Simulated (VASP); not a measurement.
# YN (Fm-3m) in VASP: single point with PBE

Aim: the single point of YN with PBE.

Program: VASP 6.6.1. These are calculated values, not measurements. Logs are shortened: lines on timing, memory, paths and dates and some standing lists are left out, and cuts for length are marked.

## 1. The cell of the first run

The structure is cubic, space group Fm-3m (No. 225). Conventional cell: a = 4.877 Å, b = 4.877 Å, c = 4.877 Å, α = 90.00°, β = 90.00°, γ = 90.00°. Within 3.2 Å of Y (site symmetry m-3m) lie 6 N at 2.44 Å. N (site symmetry m-3m) has 6 Y at 2.44 Å within 3.2 Å.

## 2. Single point, PBE

The input, INCAR:

```
SYSTEM = YN
  PREC = Accurate
  ENCUT = 600
  EDIFF = 1E-6
  ISMEAR = 0
  SIGMA = 0.05
  LREAL = .FALSE.
  LASPH = .TRUE.
  NELM = 120
  ALGO = Normal
  ISIF = 2
  LWAVE = .FALSE.
  LCHARG = .FALSE.
  GGA = PE
  NBANDS = 15
  GGA_COMPAT = .FALSE.
```

The input, KPOINTS:

```
regular mesh
0
G
  14 14 14
  0 0 0
```

The input, POSCAR:

```
YN
1.0
    0.0000000000      2.4385000000      2.4385000000
    2.4385000000      0.0000000000      2.4385000000
    2.4385000000      2.4385000000      0.0000000000
Y N
1 1
Direct
    0.0000000000      0.0000000000      0.0000000000
    0.5000000000      0.5000000000      0.5000000000
```

Potentials or basis: VASP PAW PBE potentials, release 64 (Y_sv, N).

Run with:

```sh
$ cat potpaw_PBE.64/Y_sv/POTCAR potpaw_PBE.64/N/POTCAR > POTCAR
$ mpirun -np 1 vasp_std > vasp.out
```

OUTCAR:

```text
SYSTEM = YN
   PREC = Accurate
   ENCUT = 600
   EDIFF = 1E-6
   ISMEAR = 0
   LREAL = .FALSE.
   LASPH = .TRUE.
   NELM = 120
   ISIF = 2
   GGA = PE

 ion  position               nearest neighbor table
   1  0.000  0.000  0.000-   2 2.44   2 2.44   2 2.44   2 2.44   2 2.44   2 2.44
   2  0.500  0.500  0.500-   1 2.44   1 2.44   1 2.44   1 2.44   1 2.44   1 2.44

  LATTYP: Found a face centered cubic cell.
 ALAT       =     4.8770000000

  Lattice vectors:

 A1 = (   0.0000000000,   2.4385000000,   2.4385000000)
 A2 = (   2.4385000000,   0.0000000000,   2.4385000000)
 A3 = (   2.4385000000,   2.4385000000,   0.0000000000)

Analysis of symmetry for initial positions (statically):
=====================================================================
 Subroutine PRICEL returns:
 Original cell was already a primitive cell.

 Routine SETGRP: Setting up the symmetry group for a
 face centered cubic supercell.

 Subroutine GETGRP returns: Found 48 space group operations
 (whereof 48 operations were pure point group operations)
 out of a pool of 48 trial point group operations.

The static configuration has the point symmetry O_h .

Analysis of symmetry for dynamics (positions and initial velocities):
=====================================================================
 Subroutine PRICEL returns:
 Original cell was already a primitive cell.

 Routine SETGRP: Setting up the symmetry group for a
 face centered cubic supercell.

 Subroutine GETGRP returns: Found 48 space group operations
 (whereof 48 operations were pure point group operations)
 out of a pool of 48 trial point group operations.

The dynamic configuration has the point symmetry O_h .

 Subroutine INISYM returns: Found 48 space group operations
 (whereof 48 operations are pure point group operations),
 and found     1 'primitive' translations

----------------------------------------------------------------------------------------

                                     Primitive cell

  volume of cell :      29.0000

  direct lattice vectors                    reciprocal lattice vectors
     0.000000000  2.438500000  2.438500000    -0.205044084  0.205044084  0.205044084
     2.438500000  0.000000000  2.438500000     0.205044084 -0.205044084  0.205044084
     2.438500000  2.438500000  0.000000000     0.205044084  0.205044084 -0.205044084

  length of vectors
     3.448559772  3.448559772  3.448559772     0.355146772  0.355146772  0.355146772

  position of ions in fractional coordinates (direct lattice)
[... 83 lines left out ...]
   IBRION =     -1    ionic relax: 0-MD 1-quasi-New 2-CG
   NFREE  =      0    steps in history (QN), initial steepest desc. (CG)
   ISIF   =      2    stress and relaxation
   ISYM   =      2    0-nonsym 1-usesym 2-fastsym
   POTIM  = 0.5000    time-step for ionic-motion
   TEBEG  =    0.0;   TEEND  =   0.0 temperature during run
   PSTRESS=    0.0 pullay stress
   NELECT =      16.0000    total number of electrons
   NUPDOWN=      -1.0000    fix difference up-down
   EMIN   =  10.00;   EMAX   =-10.00  energy-range for DOS
   EFERMI =   0.00;   METHOD = LEGACY
   ISMEAR =     0;   SIGMA  =   0.05  broadening in eV -4-tet -1-fermi 0-gaus
   EFERMI_NEDOS =   21; number of points for ismear=-14 and -15
   IALGO  =     38    algorithm
   IMIX   =      4    mixing-type and parameters
     AMIX     =   0.40;   BMIX     =  1.00
     AMIX_MAG =   1.60;   BMIX_MAG =  1.00
  volume/ion in A,a.u.               =      14.50        97.85
  Fermi-wavevector in a.u.,A,eV,Ry     =   1.342710  2.537353 24.529520  1.802869
  Thomas-Fermi vector in A             =   2.470842
   LORBIT       =      0    0 simple, 1 ext, 2 COOP (PROOUT), +10 PAW based schemes
   GGA     = PE    functional components
   LHFCALC =     F    Hartree Fock is set to
   AEXX    =    0.0000 exact exchange contribution
   IVDW    =     0    specifies the selected vdW correction
   LEPSILON=     F    determine dielectric tensor
   LRPA    =     F    only Hartree local field effects (RPA)
 non-spin polarized calculation
 Gauss-broadening in eV      SIGMA  =   0.05
  energy-cutoff  :      600.00
  volume of cell :       29.00
 maximum number of plane-waves:       982
   NGX = 13   NGY = 13   NGZ = 13

 number of electron      16.0000002 magnetization

 Free energy of the ion-electron system (eV)
  ---------------------------------------------------
  ext. energy  EPLUGINS =         0.00000000
  ---------------------------------------------------
  free energy    TOTEN  =       -18.22657735 eV

  energy without entropy =      -18.22657474  energy(sigma->0) =      -18.22657604

 E-fermi :   4.2844     XC(G=0): -11.2823

 val. band max:        4.1954942599   @ k =   0.0000   0.0000   0.0000
 cond. band min:       4.3733559693   @ k =   0.5000   0.5000   0.0000
 fundamental gap:      0.1778617095
 Fermi energy:         4.2844248360

 k-point     1 :       0.0000    0.0000    0.0000
  band No.  band energies     occupation
      1     -36.6019      2.00000
      2     -16.2388      2.00000
      3     -16.2388      2.00000
      4     -16.2388      2.00000
      5      -8.7379      2.00000
      6       4.1955      1.98811
      7       4.1955      1.98811
      8       4.1955      1.98811
      9       7.3499      0.00000
     10       7.3499      0.00000
     11       7.3499      0.00000
     12       8.4173      0.00000
     13       9.3472      0.00000
     14       9.3472      0.00000
[... 401 lines left out ...]
      2     -16.8300      2.00000
      3     -16.3580      2.00000
      4     -16.3408      2.00000
      5      -7.8656      2.00000
      6       1.5525      2.00000
      7       3.0283      2.00000
      8       3.2880      2.00000
      9       6.5908      0.00000
     10       9.5032      0.00000
     11       9.6420      0.00000
     12      10.2581      0.00000
     13      10.7833      0.00000
     14      13.3862      0.00000
     15      18.5487      0.00000

 [... further k-points ...]
[... 5 lines left out ...]
  --------------------------------------------------------------------------------------
  -------------------------------------------------------------------------------------
  Total        0.4826733      0.4826733      0.4826733      0.0000000     -0.0000000     -0.0000000
  in kB       26.6664717     26.6664717     26.6664717      0.0000000     -0.0000000     -0.0000000
  external PRESSURE =      26.6664717 kB  Pullay stress =       0.0000000 kB

 VOLUME and BASIS-vectors are now :
 -----------------------------------------------------------------------------
  energy-cutoff  :      600.00
  volume of cell :       29.00
      direct lattice vectors                 reciprocal lattice vectors
     0.000000000  2.438500000  2.438500000    -0.205044084  0.205044084  0.205044084
     2.438500000  0.000000000  2.438500000     0.205044084 -0.205044084  0.205044084
     2.438500000  2.438500000  0.000000000     0.205044084  0.205044084 -0.205044084

 POSITION                                       TOTAL-FORCE (eV/Angst)
 -----------------------------------------------------------------------------------
      0.00000      0.00000      0.00000         0.000000     -0.000000      0.000000
      2.43850      2.43850      2.43850        -0.000000      0.000000     -0.000000
 -----------------------------------------------------------------------------------
    total drift:                                0.000000      0.000000      0.000000

  FREE ENERGIE OF THE ION-ELECTRON SYSTEM (eV)
  ---------------------------------------------------
  free  energy   TOTEN  =       -18.2265773453 eV

  energy  without entropy=      -18.2265747375  energy(sigma->0) =      -18.22657604
```

stdout:

```text
POSCAR found type information on POSCAR Y N
 POSCAR found :  2 types and       2 ions
 scaLAPACK will be used
 LDA part: xc-table for (Slater+PW92), standard interpolation
 POSCAR, INCAR and KPOINTS ok, starting setup
 FFT: planning ... GRIDC
 FFT: planning ... GRID_SOFT
 FFT: planning ... GRID
 WAVECAR not read
 entering main loop
```

It took 25 s on 1 thread of Intel Xeon 6975P-C (Granite Rapids), shared host; peak memory 0.22 GiB.

Results:

| Property | Result |
| --- | --- |
| Free energy | -18.2266 eV |
| Pressure | 2.7 GPa |
| Band gap on the k mesh | 0.18 eV, indirect (least direct gap 0.56 eV) |

A k mesh can miss the band edges.
